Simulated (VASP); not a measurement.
The system is CdSe.

```
Cd Se
1.0
     4.38401    0.00000    0.00000
    -2.19200    3.79666    0.00000
     0.00000    0.00000    7.15561
Cd Se
2 2
Direct
  0.33333 0.66667 0.99972
  0.66667 0.33333 0.49972
  0.33333 0.66667 0.37528
  0.66667 0.33333 0.87528
```

```yaml
Program: VASP 6.6.1
Task: relaxation of cell and atoms
Functional: r2SCAN
Potentials_or_basis: VASP PAW PBE potentials, release 64 (Cd, Se)
Cutoff: 600 eV
k_mesh: 6 × 6 × 4
Occupations: fermi-dirac, width 0.02 eV
Spin: no spin polarisation
```

At the start: pressure -1.3 GPa; volume 29.78 Å³/atom.

Question: Where does the relaxation end?

Answer: Over 3 steps the energy falls by 3.4 meV/atom and the volume is 28.97 Å³/atom (-2.7 %); space group P6_3mc (No. 186, to 0.1 Å) before and after.

The path:
| step | energy change (eV) | largest force (eV/Å) | pressure (GPa) | volume (Å³) |
| --- | --- | --- | --- | --- |
| 1 | 0.0000 | 0.0065 | -1.32 | 119.10 |
| 2 | -0.0123 | 0.0021 | 0.44 | 114.92 |
| 3 | -0.0136 | 0.0034 | 0.00 | 115.89 |

Final structure:
```xyz
4
Lattice="4.3445 0.0000 0.0000 -2.1722 3.7624 0.0000 0.0000 0.0000 7.0897" Properties=species:S:1:pos:R:3 pbc="T T T"
Cd    0.0000    2.5083    7.0875
Cd    2.1722    1.2541    3.5427
Se    0.0000    2.5083    2.6609
Se    2.1722    1.2541    6.2057
```

Caveat: the PAW data sets were made with another functional, which shifts forces and pressure a little.
